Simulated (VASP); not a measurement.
# VO2 (P4_2/mnm) in VASP: relaxation of cell and atoms with PBE

Aim: the relaxation of cell and atoms of VO2 with PBE.

All numbers are computed with VASP 6.6.1; they aren't measurements. Logs are shortened: lines on timing, memory, paths and dates and some standing lists are left out, and cuts for length are marked.

## (1) The cell of the first run

Symmetry: P4_2/mnm, No. 136, tetragonal system. The conventional cell has a = 4.530 Å, b = 4.530 Å, c = 2.869 Å, α = 90.00°, β = 90.00°, γ = 90.00°. V (site symmetry mmm) has 6 O at 1.90 to 1.95 Å within 2.5 Å. O (site symmetry m2m) has 3 V at 1.90 to 1.95 Å and 1 O at 2.50 Å within 2.5 Å.

## (2) Relaxation of cell and atoms, PBE, collinear spin, ferromagnetic start

INCAR

```
ALGO = Normal ; EDIFF = 1E-7
EDIFFG = -0.005 ; ENCUT = 600
GGA = PE ; GGA_COMPAT = False
IBRION = 2 ; ISIF = 3
ISMEAR = 0 ; ISPIN = 2
KPAR = 4 ; LASPH = True
LCHARG = False ; LMAXMIX = 4
LORBIT = 11 ; LREAL = False
LWAVE = False ; MAGMOM = 0.91 0.91 0 0 0 0
NELM = 200 ; NELMIN = 4
NSW = 100 ; PREC = Accurate
SIGMA = 0.1
```

KPOINTS

```
k-points
0
Gamma
  8 8 12
```

POSCAR

```
VO2
1.0
    4.5300000000      0.0000000000      0.0000000000
    0.0000000000      4.5300000000      0.0000000000
    0.0000000000      0.0000000000      2.8690000000
V O
2 4
Direct
    0.0000000000      0.0000000000      0.0000000000
    0.5000000000      0.5000000000      0.5000000000
    0.3050000000      0.3050000000      0.0000000000
    0.1950000000      0.8050000000      0.5000000000
    0.6950000000      0.6950000000      0.0000000000
    0.8050000000      0.1950000000      0.5000000000
```

Potentials or basis: VASP PAW PBE potentials, release 64 (V_sv, O).

Started as:

```sh
$ cat potpaw_PBE.64/V_sv/POTCAR potpaw_PBE.64/O/POTCAR > POTCAR
$ mpirun -np 4 vasp_std > vasp.out
```

OUTCAR:

```text
EDIFF = 1E-7
   EDIFFG = -0.005
   ENCUT = 600
   GGA = PE
   IBRION = 2
   ISIF = 3
   ISMEAR = 0
   ISPIN = 2
   LASPH = True
   LORBIT = 11
   LREAL = False
   NELM = 200
   NELMIN = 4
   NSW = 100
   PREC = Accurate

 ion  position               nearest neighbor table
   1  0.000  0.000  0.000-   4 1.90   6 1.90   4 1.90   6 1.90   5 1.95   3 1.95
   2  0.500  0.500  0.500-   3 1.90   5 1.90   3 1.90   5 1.90   4 1.95   6 1.95
   3  0.305  0.305  0.000-   2 1.90   2 1.90   1 1.95
   4  0.195  0.805  0.500-   1 1.90   1 1.90   2 1.95
   5  0.695  0.695  0.000-   2 1.90   2 1.90   1 1.95
   6  0.805  0.195  0.500-   1 1.90   1 1.90   2 1.95

  LATTYP: Found a simple tetragonal cell.
 ALAT       =     4.5300000000
 C/A-ratio  =     0.6333333333

  Lattice vectors:

 A1 = (   4.5300000000,   0.0000000000,   0.0000000000)
 A2 = (   0.0000000000,   4.5300000000,   0.0000000000)
 A3 = (   0.0000000000,   0.0000000000,   2.8690000000)

Analysis of symmetry for initial positions (statically):
=====================================================================
 Subroutine PRICEL returns:
 Original cell was already a primitive cell.

 Routine SETGRP: Setting up the symmetry group for a
 simple tetragonal supercell.

 Subroutine GETGRP returns: Found 16 space group operations
 (whereof  8 operations were pure point group operations)
 out of a pool of 16 trial point group operations.

The static configuration has the point symmetry D_2h.
 The point group associated with its full space group is D_4h.

Analysis of symmetry for dynamics (positions and initial velocities):
=====================================================================
 Subroutine PRICEL returns:
 Original cell was already a primitive cell.

 Routine SETGRP: Setting up the symmetry group for a
 simple tetragonal supercell.

 Subroutine GETGRP returns: Found 16 space group operations
 (whereof  8 operations were pure point group operations)
 out of a pool of 16 trial point group operations.

The dynamic configuration has the point symmetry D_2h.
 The point group associated with its full space group is D_4h.

Analysis of structural, dynamic, and magnetic symmetry:
=====================================================================
 Subroutine PRICEL returns:
 Original cell was already a primitive cell.

 Routine SETGRP: Setting up the symmetry group for a
 simple tetragonal supercell.

 Subroutine GETGRP returns: Found 16 space group operations
 (whereof  8 operations were pure point group operations)
 out of a pool of 16 trial point group operations.

The overall configuration has the point symmetry D_2h.
 The point group associated with its full space group is D_4h.

 Subroutine INISYM returns: Found 16 space group operations
 (whereof  8 operations are pure point group operations),
 and found     1 'primitive' translations

----------------------------------------------------------------------------------------

                                     Primitive cell

  volume of cell :      58.8745

  direct lattice vectors                    reciprocal lattice vectors
     4.530000000  0.000000000  0.000000000     0.220750552  0.000000000  0.000000000
     0.000000000  4.530000000  0.000000000     0.000000000  0.220750552  0.000000000
     0.000000000  0.000000000  2.869000000     0.000000000  0.000000000  0.348553503

  length of vectors
     4.530000000  4.530000000  2.869000000     0.220750552  0.220750552  0.348553503

  position of ions in fractional coordinates (direct lattice)
     0.000000000  0.000000000  0.000000000
     0.500000000  0.500000000  0.500000000
     0.305000000  0.305000000  0.000000000
     0.195000000  0.805000000  0.500000000
     0.695000000  0.695000000  0.000000000
     0.805000000  0.195000000  0.500000000

  ion indices of the primitive-cell ions
   primitive index   ion index
                 1           1
                 2           2
                 3           3
                 4           4
                 5           5
                 6           6

----------------------------------------------------------------------------------------

 KPOINTS: k-points

Automatic generation of k-mesh.
 Grid dimensions read from file:
 generate k-points for:    8    8   12

 Generating k-lattice:

  Cartesian coordinates                     Fractional coordinates (reciprocal lattice)
     0.027593819  0.000000000  0.000000000     0.125000000  0.000000000  0.000000000
     0.000000000  0.027593819  0.000000000     0.000000000  0.125000000  0.000000000
     0.000000000  0.000000000  0.029046125     0.000000000  0.000000000  0.083333333

  Length of vectors
     0.027593819  0.027593819  0.029046125

  Shift w.r.t. Gamma in fractional coordinates (k-lattice)
     0.000000000  0.000000000  0.000000000

 Subroutine IBZKPT returns following result:
 ===========================================

 Found    105 irreducible k-points:

 Following reciprocal coordinates:
            Coordinates               Weight
  0.000000  0.000000  0.000000      1.000000
  0.125000  0.000000  0.000000      4.000000
  0.250000  0.000000  0.000000      4.000000
  0.375000  0.000000  0.000000      4.000000
  0.500000  0.000000  0.000000      2.000000
  0.125000  0.125000  0.000000      4.000000
[... 16 lines left out ...]
  0.375000  0.125000  0.083333     16.000000
  0.500000  0.125000  0.083333      8.000000
 [... further k-points ...]
   k-points           NKPTS =    105   k-points in BZ     NKDIM =    105   number of bands    NBANDS=     31
   number of dos      NEDOS =    301   number of ions     NIONS =      6
   total plane-waves  NPLWV =  31104
   dimension x,y,z NGX =    36 NGY =   36 NGZ =   24
   dimension x,y,z NGXF=    72 NGYF=   72 NGZF=   48
   ions per type =               2   4
   NGX,Y,Z   is equivalent  to a cutoff of  13.21, 13.21, 13.91 a.u.
   NGXF,Y,Z  is equivalent  to a cutoff of  26.42, 26.42, 27.81 a.u.
 SYSTEM =  unknown system
   PREC   = accura    normal or accurate (medium, high low for compatibility)
   ISTART =      0    job   : 0-new  1-cont  2-samecut
   ICHARG =      2    charge: 1-file 2-atom 10-const
   ISPIN  =      2    spin polarized calculation?
   LNONCOLLINEAR =      F non collinear calculations
   LSORBIT =      F    spin-orbit coupling
   LASPH  =      T    aspherical Exc in radial PAW
   ENCUT  =  600.0 eV  44.10 Ry    6.64 a.u.   9.05  9.05  5.73*2*pi/ulx,y,z
   NELM   =    200;   NELMIN=  4; NELMDL= -5     # of ELM steps
   EDIFF  = 0.1E-06   stopping-criterion for ELM
   LREAL  =      F    real-space projection
   EDIFFG = -.5E-02   stopping-criterion for IOM
   NSW    =    100    number of steps for IOM
   IBRION =      2    ionic relax: 0-MD 1-quasi-New 2-CG
   NFREE  =      1    steps in history (QN), initial steepest desc. (CG)
   ISIF   =      3    stress and relaxation
   ISYM   =      2    0-nonsym 1-usesym 2-fastsym
   POTIM  = 0.5000    time-step for ionic-motion
   TEBEG  =    0.0;   TEEND  =   0.0 temperature during run
   PSTRESS=    0.0 pullay stress
   NELECT =      50.0000    total number of electrons
   NUPDOWN=      -1.0000    fix difference up-down
   EMIN   =  10.00;   EMAX   =-10.00  energy-range for DOS
   EFERMI =   0.00;   METHOD = LEGACY
   ISMEAR =     0;   SIGMA  =   0.10  broadening in eV -4-tet -1-fermi 0-gaus
   EFERMI_NEDOS =   21; number of points for ismear=-14 and -15
   IALGO  =     38    algorithm
   IMIX   =      4    mixing-type and parameters
     AMIX     =   0.40;   BMIX     =  1.00
     AMIX_MAG =   1.60;   BMIX_MAG =  1.00
  volume/ion in A,a.u.               =       9.81        66.22
  Fermi-wavevector in a.u.,A,eV,Ry     =   1.550324  2.929688 32.701671  2.403505
  Thomas-Fermi vector in A             =   2.655004
   LORBIT       =     11    0 simple, 1 ext, 2 COOP (PROOUT), +10 PAW based schemes
   GGA     = PE    functional components
   LHFCALC =     F    Hartree Fock is set to
   AEXX    =    0.0000 exact exchange contribution
   IVDW    =     0    specifies the selected vdW correction
   LEPSILON=     F    determine dielectric tensor
   LRPA    =     F    only Hartree local field effects (RPA)
 conjugate gradient relaxation of ions
 spin polarized calculation
 Gauss-broadening in eV      SIGMA  =   0.10
  energy-cutoff  :      600.00
  volume of cell :       58.87
 maximum number of plane-waves:      1980
   NGX = 19   NGY = 19   NGZ = 11

--------------------------------------- Ionic step        1  -------------------------------------------

 number of electron      49.9999991 magnetization       1.9999894

 Free energy of the ion-electron system (eV)
  ---------------------------------------------------
  ext. energy  EPLUGINS =         0.00000000
  ---------------------------------------------------
  free energy    TOTEN  =       -51.90814797 eV

  energy without entropy =      -51.89143751  energy(sigma->0) =      -51.89979274

------------------------ aborting loop because EDIFF is reached ----------------------------------------

  FORCE on cell =-STRESS in cart. coord.  units (eV):
  Direction    XX          YY          ZZ          XY          YZ          ZX
  --------------------------------------------------------------------------------------
  -------------------------------------------------------------------------------------
  Total        2.3788481      2.3788481      1.0155592     -0.0000000      0.0000000      0.0000000
  in kB       64.7366674     64.7366674     27.6368718     -0.0000000      0.0000000      0.0000000
  external PRESSURE =      52.3700689 kB  Pullay stress =       0.0000000 kB
[... 305 lines left out ...]
  energy  without entropy=      -51.9566245848  energy(sigma->0) =      -51.96445677

--------------------------------------- Ionic step        9  -------------------------------------------

 number of electron      49.9999979 magnetization       1.9997244

 Free energy of the ion-electron system (eV)
  ---------------------------------------------------
  ext. energy  EPLUGINS =         0.00000000
  ---------------------------------------------------
  free energy    TOTEN  =       -51.97229933 eV

  energy without entropy =      -51.95665675  energy(sigma->0) =      -51.96447804

 E-fermi :   6.1378     XC(G=0): -11.6990

 val. band max:        6.1331228910   @ k =   0.3750   0.2500   0.4167
 cond. band min:       6.1403500274   @ k =   0.3750   0.1250   0.3333
 fundamental gap:      0.0072271364
 Fermi energy:         6.1377826160

 spin component 1

 k-point     1 :       0.0000    0.0000    0.0000
  band No.  band energies     occupation
      1     -59.9516      1.00000
      2     -59.9431      1.00000
      3     -33.7762      1.00000
      4     -33.7762      1.00000
      5     -33.7012      1.00000
      6     -33.6954      1.00000
[... 805 lines left out ...]
     30       7.1484      0.00000
     31       9.4959      0.00000

 [... further k-points ...]

 spin component 2

 k-point     1 :       0.0000    0.0000    0.0000
  band No.  band energies     occupation
      1     -58.8458      1.00000
      2     -58.8367      1.00000
      3     -32.6827      1.00000
      4     -32.6827      1.00000
      5     -32.6335      1.00000
      6     -32.6143      1.00000
[... 805 lines left out ...]
     30       8.1146      0.00000
     31       9.9781      0.00000

 [... further k-points ...]
[... 5 lines left out ...]
  --------------------------------------------------------------------------------------
  -------------------------------------------------------------------------------------
  Total       -0.0004075     -0.0004075     -0.0105946      0.0000000      0.0000000      0.0000000
  in kB       -0.0109182     -0.0109182     -0.2838601      0.0000000      0.0000000      0.0000000
  external PRESSURE =      -0.1018988 kB  Pullay stress =       0.0000000 kB
[... 21 lines left out ...]
  FREE ENERGIE OF THE ION-ELECTRON SYSTEM (eV)
  ---------------------------------------------------
  free  energy   TOTEN  =       -51.9722993290 eV

  energy  without entropy=      -51.9566567510  energy(sigma->0) =      -51.96447804

 reached required accuracy - stopping structural energy minimisation

 total charge

# of ion       s       p       d       tot
------------------------------------------
    1        2.280   6.331   2.899  11.509
    2        2.280   6.331   2.899  11.509
    3        1.569   3.473   0.000   5.042
    4        1.569   3.473   0.000   5.042
    5        1.569   3.473   0.000   5.042
    6        1.569   3.473   0.000   5.042
--------------------------------------------------
tot         10.835  26.554   5.797  43.187

 magnetization (x)

# of ion       s       p       d       tot
------------------------------------------
    1        0.013   0.012   1.026   1.051
    2        0.013   0.012   1.026   1.051
    3       -0.002  -0.052   0.000  -0.054
    4       -0.002  -0.052   0.000  -0.054
    5       -0.002  -0.052   0.000  -0.054
    6       -0.002  -0.052   0.000  -0.054
--------------------------------------------------
tot          0.018  -0.184   2.051   1.886
```

Run time: 4.5 min. Hardware: 4 MPI ranks of Intel Xeon 6975P-C (Granite Rapids), shared host; peak memory 0.42 GiB.

Results:

```yaml
Free_energy: -51.9723 eV
Relaxed_volume: 9.97 Å³/atom
Relaxed_cell: a = 4.587 Å, b = 4.587 Å, c = 2.842 Å, α = 90.00°, β = 90.00°, γ = 90.00°
Space_group_after_relaxing_to_0.05_Å: P4_2/mnm (No. 136)
Energy_gained_by_relaxing: 10.7 meV/atom
Ionic_steps: 9
Pressure_after_relaxing: 0.0 GPa
Band_gap_on_the_k_mesh: zero (filled and empty bands overlap)
Net_moment: 2.00 μB per cell
Site_moments: V +1.05; O -0.05 μB
Valence_electrons_inside_the_program's_atomic_spheres: V 11.51; O 5.04
```

Forces on the atoms (eV/Å):
```
V    0.000  0.000  0.000
V    0.000  0.000  0.000
O   -0.002 -0.002  0.000
O    0.002 -0.002  0.000
O    0.002  0.002  0.000
O   -0.002  0.002  0.000
```

The path:
| step | energy change (eV) | largest force (eV/Å) | pressure (GPa) | volume (Å³) |
| --- | --- | --- | --- | --- |
| 1 | 0.0000 | 0.6042 | 5.24 | 58.87 |
| 2 | -0.0181 | 0.1028 | -6.96 | 61.65 |
| 3 | -0.0464 | 0.1813 | -1.93 | 60.40 |
| 4 | -0.0635 | 0.0387 | -0.44 | 59.93 |
| 5 | -0.0641 | 0.0048 | -0.07 | 59.82 |
| 6 | -0.0641 | 0.0083 | -0.11 | 59.83 |
| 7 | -0.0641 | 0.0101 | 0.05 | 59.79 |
| 8 | -0.0641 | 0.0095 | 0.00 | 59.80 |
| 9 | -0.0642 | 0.0028 | -0.01 | 59.80 |

Final structure:
```
CELL_PARAMETERS angstrom
4.58675 0.00000 0.00000
0.00000 4.58675 0.00000
0.00000 0.00000 2.84237
ATOMIC_POSITIONS crystal
V 0.00000 0.00000 0.00000
V 0.50000 0.50000 0.50000
O 0.29990 0.29990 0.00000
O 0.20010 0.79990 0.50000
O 0.70010 0.70010 0.00000
O 0.79990 0.20010 0.50000
```

Levels at points of the mesh, in eV from the Fermi level:
Spin up:
```tsv
k point	band 22	band 23	band 24	band 25	band 26	band 27	band 28	band 29	band 30	band 31
(0.00, 0.00, 0.00)	-1.90	-1.90	-1.49	-1.02	-0.79	-0.34	-0.34	-0.22	1.77	1.88
(0.50, 0.00, 0.00)	-3.14	-2.16	-2.16	-0.33	-0.33	0.28	0.28	0.97	0.97	3.58
(0.50, 0.50, 0.00)	-2.73	-2.67	-2.67	-0.99	-0.99	-0.32	-0.32	1.37	1.37	3.21
(0.00, 0.00, 0.50)	-3.93	-3.09	-3.09	0.39	0.39	0.55	0.55	1.02	1.02	2.93
(0.50, 0.00, 0.50)	-3.76	-2.46	-2.46	-0.84	-0.84	0.54	0.54	1.28	1.28	2.30
(0.50, 0.50, 0.50)	-2.90	-2.21	-2.21	0.08	0.08	0.44	0.44	0.55	0.55	3.46
```
Spin down:
| k point | band 21 | band 22 | band 23 | band 24 | band 25 | band 26 | band 27 | band 28 |
| --- | --- | --- | --- | --- | --- | --- | --- | --- |
| (0.00, 0.00, 0.00) | -2.11 | -1.99 | -1.99 | -1.49 | 0.20 | 0.24 | 0.82 | 0.94 |
| (0.50, 0.00, 0.00) | -3.04 | -3.04 | -2.23 | -2.23 | 0.79 | 0.79 | 1.48 | 1.48 |
| (0.50, 0.50, 0.00) | -2.78 | -2.78 | -2.73 | -2.73 | 0.15 | 0.15 | 0.96 | 0.96 |
| (0.00, 0.00, 0.50) | -3.84 | -3.84 | -3.06 | -3.06 | 1.37 | 1.37 | 1.75 | 1.75 |
| (0.50, 0.00, 0.50) | -3.57 | -3.57 | -2.57 | -2.57 | 0.34 | 0.34 | 1.73 | 1.73 |
| (0.50, 0.50, 0.50) | -2.83 | -2.83 | -2.23 | -2.23 | 1.05 | 1.05 | 1.47 | 1.47 |

Caveat: semilocal functionals often make such compounds metallic where correlation or magnetic order opens a gap, which also shifts bond lengths. Zero-point motion and thermal expansion aren't in these numbers.
